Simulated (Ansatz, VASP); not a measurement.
# Au: VASP beside Ansatz

The input INCAR:

```
SYSTEM = Au
ALGO = Fast
EDIFF = 1E-6
ENCUT = 520
GGA = PE
ISIF = 2
ISMEAR = 0
LASPH = .True.
LCHARG = .False.
LREAL = .False.
LWAVE = .False.
NBANDS = 18
NELM = 60
PREC = Accurate
SIGMA = 0.1
```

File KPOINTS:

```
k-points
0
Gamma
  18 18 12
  0 0 0
```

The input POSCAR:

```
Au
1.0
    2.0789480791      2.0789480791      0.0000000000
   -2.0789480791      2.0789480791      0.0000000000
    0.0000000000      0.0000000000      4.1163171967
Au
2
Direct
    0.0000000000      0.0000000000      0.0000000000
    0.5000000000      0.5000000000      0.5000000000
```

Input for Ansatz:

```yaml
crystal:
  lattice:
    - [2.0789480791, 2.0789480791, 0.0]
    - [-2.0789480791, 2.0789480791, 0.0]
    - [0.0, 0.0, 4.1163171967]
  atoms:
    - { symbol: Au, position: [0.0, 0.0, 0.0] }
    - { symbol: Au, position: [0.5, 0.5, 0.5] }
basis:
  ecutwfc: 420
kpoints:
  mp_grid: { grid: [18, 18, 12] }
hamiltonian:
  xc: pbe
scf:
  occupations: { method: gaussian, width: 0.1 }
output:
  forces: true
  stress: true
  eigenvalues: true
```

Change from the starting cell: strain along c alone, the other axes held, atoms relaxed: -1.0 %.

Alike in both runs: task single point; functional PBE; k mesh 18 × 18 × 12; occupations gaussian, width 0.1 eV; no spin polarisation.

|  | VASP | Ansatz |
| --- | --- | --- |
| version | VASP 6.6.1 | Ansatz 0.2.0 |
| potentials or method | VASP PAW PBE potentials, release 64 (Au), cutoff 520 eV | scalar-relativistic, plane waves, PAW |
| valence electrons in the cell | 22 | 38 |

Ansatz gave:

- gap on the k mesh at the Fermi level (eV): none
- pressure (GPa): 1.5
- traceless stress, the component that is largest in VASP (GPa): -0.05

Question: Estimate VASP's values.

Answer: gap on the k mesh at the Fermi level (eV): none; pressure (GPa): 1.3; traceless stress, the component that is largest in VASP (GPa): -0.05.

A gap of «none» marks a metal or a gap that the smearing closes. VASP's potentials hold 22 valence electrons a cell and Ansatz's 38, so a difference there can come from the potentials and not from the codes.

Spin-orbit coupling is off throughout.
